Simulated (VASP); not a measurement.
Input of a VASP 6.6.1 run:

File INCAR:

```
SYSTEM = Ni
  PREC = Accurate
  ENCUT = 520
  EDIFF = 1E-6
  ISMEAR = 0
  SIGMA = 0.1
  LREAL = .False.
  LASPH = .True.
  NELM = 150
  ALGO = Normal
  ISIF = 2
  LWAVE = .False.
  LCHARG = .False.
  ISPIN = 2
  MAGMOM = 2
  LORBIT = 11
  LMAXMIX = 4
  GGA = PE
  NBANDS = 15
```

The input KPOINTS:

```
regular mesh
0
Gamma
  10 10 10
  0 0 0
```

The input POSCAR:

```
Ni
1.0
   -1.4150689707      1.4150689707      1.3230261788
    1.4150689707     -1.4150689707      1.3230261788
    1.4150689707      1.4150689707     -1.3230261788
Ni
1
Direct
    0.0000000000      0.0000000000      0.0000000000
```

Potentials or basis: VASP PAW PBE potentials, release 64 (Ni).

Launch:

```bash
$ cat potpaw_PBE.64/Ni/POTCAR > POTCAR
$ mpirun -np 1 vasp_std > vasp.out
```

Question: Predict the site moments.

Answer: Ni +0.59 μB.

Question: Predict the pressure.

Answer: 7.6 GPa.

Stress tensor (GPa, compression positive):
```
9.46 0.00 0.00
0.00 9.46 0.00
0.00 0.00 4.00
```
